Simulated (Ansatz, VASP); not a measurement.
# Two plane-wave programs on Li3OF

```
CELL_PARAMETERS angstrom
3.68125 0.00000 0.00000
0.00000 3.68125 0.00000
0.00000 0.00000 3.68125
ATOMIC_POSITIONS crystal
Li 0.00000 0.50000 0.50000
Li 0.50000 0.00000 0.50000
Li 0.50000 0.50000 0.00000
O 0.50000 0.50000 0.50000
F 0.00000 0.00000 0.00000
```

Alike in both runs: functional PBE; k mesh 6 × 6 × 6; occupations gaussian, width 0.02 eV; no spin polarisation.

Ansatz relaxed the structure, and its values are those at the end. VASP's run is a single point on that final structure, the one shown.

|  | VASP | Ansatz |
| --- | --- | --- |
| version | VASP 6.6.1 | Ansatz 0.2.0 |
| potentials or method | VASP PAW PBE potentials, release 64 (Li_sv, O, F), cutoff 520 eV | scalar-relativistic, plane waves, PAW |
| valence electrons in the cell | 22 | 22 |

|  | VASP | Ansatz | Ansatz less VASP |
| --- | --- | --- | --- |
| gap on the k mesh at the Fermi level (eV) | 4.80 | 4.80 | +0.001 |
| least direct gap on the mesh (eV) | 5.43 | 5.43 | +0.002 |

The functional is the same, so the differences come from potentials, cutoffs and numerics.

Noted on VASP's run: the cutoff is short for stress, so the pressure is rough.
